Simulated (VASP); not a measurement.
Crystal: TiCo2.

```
Ti Co
1.0
     0.00000    3.35200    3.35200
     3.35200    0.00000    3.35200
     3.35200    3.35200    0.00000
Ti Co
2 4
Direct
  0.50000 0.50000 0.50000
  0.75000 0.75000 0.75000
  0.12500 0.12500 0.12500
  0.62500 0.12500 0.12500
  0.12500 0.12500 0.62500
  0.12500 0.62500 0.12500
```

* Program: VASP 6.6.1
* Task: relaxation of cell and atoms
* Functional: PBEsol
* Potentials or basis: VASP PAW PBE potentials, release 64 (Ti_sv, Co)
* Cutoff: 600 eV
* k mesh: 6 × 6 × 6
* Occupations: gaussian, width 0.1 eV
* Spin: collinear spin, ferrimagnetic start
* Starting moments: [-0.31, -0.31, 0.82, 0.82, 0.82, 0.82] μB

At the start: pressure -13.4 GPa; volume 12.55 Å³/atom.

Question: How do energy, volume and symmetry change on relaxing?

Answer: Over 4 steps the energy falls by 40.3 meV/atom and the volume is 11.68 Å³/atom (-7.0 %); space group Fd-3m (No. 227, to 0.1 Å) before and after; moment 0.00 μB per cell.

The path:
| step | energy change (eV) | largest force (eV/Å) | pressure (GPa) | volume (Å³) |
| --- | --- | --- | --- | --- |
| 1 | 0.0000 | 0.0000 | -13.43 | 75.33 |
| 2 | 0.1440 | 0.0000 | 23.47 | 64.42 |
| 3 | -0.2419 | 0.0000 | -0.14 | 70.18 |
| 4 | -0.2419 | 0.0000 | 0.10 | 70.08 |

Final structure:
```yaml
crystal:
  lattice:
    - [0.00000, 3.27229, 3.27229]
    - [3.27229, 0.00000, 3.27229]
    - [3.27229, 3.27229, 0.00000]
  atoms:
    - { symbol: Ti, position: [0.50000, 0.50000, 0.50000] }
    - { symbol: Ti, position: [0.75000, 0.75000, 0.75000] }
    - { symbol: Co, position: [0.12500, 0.12500, 0.12500] }
    - { symbol: Co, position: [0.62500, 0.12500, 0.12500] }
    - { symbol: Co, position: [0.12500, 0.12500, 0.62500] }
    - { symbol: Co, position: [0.12500, 0.62500, 0.12500] }
```

Caveat: the moments typed at the start vanished in this run; the PAW data sets were made with another functional, which shifts forces and pressure a little.
